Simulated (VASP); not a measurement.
**TaN: single point with PBE**

TaN:

```
Ta N
1.0
     3.05000    0.00000    0.00000
    -1.52500    2.64138    0.00000
     0.00000    0.00000    4.94000
Ta N
2 2
Direct
  0.33333 0.66667 0.00000
  0.66667 0.33333 0.50000
  0.33333 0.66667 0.38500
  0.66667 0.33333 0.88500
```

| Item | Value |
| --- | --- |
| Program | VASP 6.6.1 |
| Task | single point |
| Functional | PBE |
| Potentials or basis | VASP PAW PBE potentials, release 64 (Ta_pv, N) |
| Cutoff | 600 eV |
| k mesh | 7 × 7 × 4 |
| Occupations | fermi-dirac, width 0.03 eV |
| Spin | no spin polarisation |

```json
{
  "Pressure": "140.0 GPa",
  "Largest force": "1.983 eV/Å",
  "Band gap on the k mesh": "zero (bands 16 and 17 overlap by 2.46 eV)"
}
```

Forces on the atoms (eV/Å):
```
Ta   0.000  0.000  1.983
Ta   0.000  0.000  1.983
N    0.000  0.000 -1.983
N    0.000  0.000 -1.983
```

Stress tensor (GPa, compression positive):
```
149.51   0.00   0.00
  0.00 149.51   0.00
  0.00   0.00 120.86
```

Levels at points of the mesh, in eV from the Fermi level:
| k point | band 14 | band 15 | band 16 | band 17 | band 18 | band 19 |
| --- | --- | --- | --- | --- | --- | --- |
| (0.00, 0.00, 0.00) | -7.51 | -0.77 | -0.77 | -0.29 | 2.20 | 2.73 |
| (0.00, 0.00, 0.50) | -8.41 | 1.27 | 1.27 | 1.27 | 1.27 | 1.93 |

It took 29 s on 1 thread of AMD EPYC 7R43 64-Core Processor (Zen 3), with other jobs on the host, peak memory 0.13 GiB.

Caveat: the cell stands under pressure; spin-orbit coupling is left out, which moves the levels of the heavy elements; forces of over 1 eV/Å act on the atoms, so gaps and moduli don't describe the material at rest.
